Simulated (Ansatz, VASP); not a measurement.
## One calculation of CsI, two programs

```
CELL_PARAMETERS angstrom
4.56670 0.00000 0.00000
0.00000 4.56670 0.00000
0.00000 0.00000 4.56670
ATOMIC_POSITIONS crystal
Cs 0.00000 0.00000 0.00000
I 0.50000 0.50000 0.50000
```

Alike in both runs: functional PBE; dispersion D3(BJ); k mesh 6 × 6 × 6; occupations fermi-dirac, width 0.05 eV; no spin polarisation.

Ansatz relaxed the structure, and its values are those at the end. VASP's run is a single point on that final structure, the one shown.

```csv
,VASP,Ansatz
version,VASP 6.6.1,Ansatz 0.2.0
potentials or method,"VASP PAW PBE potentials, release 64 (Cs_sv, I)","plane waves, PAW"
plane-wave cutoff (eV),500,420
valence electrons in the cell,16,26
```

```tsv
	VASP	Ansatz	Ansatz less VASP
pressure (GPa)	0.0	0.0	-0.04
```

VASP's potentials hold 16 valence electrons a cell and Ansatz's 26, so a difference there can come from the potentials and not from the codes.

Neither program's run includes spin-orbit coupling.
